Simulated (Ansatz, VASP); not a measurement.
## MnHg: VASP beside Ansatz

The input INCAR:

```
SYSTEM = MnHg
PREC = Accurate
ENCUT = 520
EDIFF = 1E-6
ISMEAR = -1
SIGMA = 0.1
LREAL = .False.
LASPH = .True.
NELM = 80
ALGO = Normal
ISIF = 2
LWAVE = .False.
LCHARG = .False.
GGA = PE
NBANDS = 20
```

Contents of KPOINTS:

```
Automatic mesh
0
Gamma
  10 10 10
  0 0 0
```

File POSCAR:

```
MnHg
1.0
    3.3150000000      0.0000000000      0.0000000000
    0.0000000000      3.3150000000      0.0000000000
    0.0000000000      0.0000000000      3.3150000000
Mn Hg
1 1
Direct
    0.5000000000      0.5000000000      0.5000000000
    0.0000000000      0.0000000000      0.0000000000
```

Input for Ansatz:

```yaml
crystal:
  lattice:
    - [3.315, 0.0, 0.0]
    - [0.0, 3.315, 0.0]
    - [0.0, 0.0, 3.315]
  atoms:
    - { symbol: Mn, position: [0.5, 0.5, 0.5] }
    - { symbol: Hg, position: [0.0, 0.0, 0.0] }
kpoints:
  mp_grid: { grid: [10, 10, 10] }
scf:
  occupations: { method: fermi_dirac, width: 0.1 }
  lower_state_search: "off"
hamiltonian:
  xc: pbe
  pseudopotentials: { kind: paw }
output:
  forces: true
  stress: true
  eigenvalues: true
```

Alike in both runs: task single point; functional PBE; k mesh 10 × 10 × 10; occupations fermi-dirac, width 0.1 eV; no spin polarisation.

|  | VASP | Ansatz |
| --- | --- | --- |
| version | VASP 6.6.1 | Ansatz 0.2.0 |
| potentials or method | VASP PAW PBE potentials, release 64 (Mn_pv, Hg) | PAW with Ansatz's default frozen-core files, scalar-relativistic |
| plane-wave cutoff (eV) | 520 | 420 |
| valence electrons in the cell | 25 | 35 |

```tsv
	VASP	Ansatz	Ansatz less VASP
pressure (GPa)	-13.8	-14.4	-0.64
```

The functional is the same, so the differences come from potentials, cutoffs and numerics. VASP's potentials hold 25 valence electrons a cell and Ansatz's 35, so a difference there can come from the potentials and not from the codes.

Neither program's run includes spin-orbit coupling.
